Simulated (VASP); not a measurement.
A run of VASP 6.6.1:

Contents of POSCAR:

```
HfSiO4
1.0
    3.2856932360      0.0000000000      0.0000000000
    0.0000000000      3.2856932360      0.0000000000
    0.0000000000      0.0000000000      5.7004944933
Si Hf O
1 1 4
Direct
    0.5000000000      0.5000000000      0.5000000000
    0.0000000000      0.0000000000      0.0000000000
    0.5000000000      0.0000000000      0.6220427075
    0.0000000000      0.5000000000      0.8236286593
    0.0000000000      0.5000000000      0.3779572925
    0.5000000000      0.0000000000      0.1763713407
```

The input INCAR.step1:

```
PREC     = Accurate       # precision mode
ENCUT    = 520            # plane-wave cutoff, eV
ISMEAR   = -1             # smearing method
SIGMA    = 0.02           # smearing width, eV
LREAL    = F              # projectors in reciprocal space
LASPH    = T              # aspherical terms in the spheres
NELM     = 80             # most SCF steps
NBANDS   = 28             # bands
GGA      = PE             # functional
ALGO     = Normal         # electronic algorithm
EDIFF    = 1E-4           # SCF threshold, eV
LWAVE    = T              # write WAVECAR
LCHARG   = F              # write CHGCAR
```

INCAR.step2

```
PREC     = Accurate       # precision mode
ENCUT    = 520            # plane-wave cutoff, eV
EDIFF    = 1E-6           # SCF threshold, eV
ISMEAR   = -1             # smearing method
SIGMA    = 0.02           # smearing width, eV
LREAL    = F              # projectors in reciprocal space
LASPH    = T              # aspherical terms in the spheres
NELM     = 80             # most SCF steps
ALGO     = Normal         # electronic algorithm
ISIF     = 2              # what is computed and relaxed
LWAVE    = F              # write WAVECAR
LCHARG   = F              # write CHGCAR
METAGGA  = R2SCAN         # meta-GGA
LMIXTAU  = T            
NBANDS   = 28             # bands
ISTART   = 1
```

The input KPOINTS:

```
regular mesh
0
Gamma
  8 8 4
```

Potentials or basis: VASP PAW PBE potentials, release 64 (Si, Hf_pv, O).

Run with:

```sh
$ cat potpaw_PBE.64/Si/POTCAR potpaw_PBE.64/Hf_pv/POTCAR potpaw_PBE.64/O/POTCAR > POTCAR
$ cp INCAR.step1 INCAR
$ mpirun -np 1 vasp_std > vasp.out
$ cp INCAR.step2 INCAR
$ mpirun -np 1 vasp_std > vasp.out
```

Hardware: 1 thread of Intel(R) Xeon(R) 6975P-C (Granite Rapids) (shared host).

Problem. Estimate the wall time of this run.

Solution. It took 74 s on 1 thread of Intel(R) Xeon(R) 6975P-C (Granite Rapids) (shared host), peak memory 0.22 GiB. Counts: k points 45.
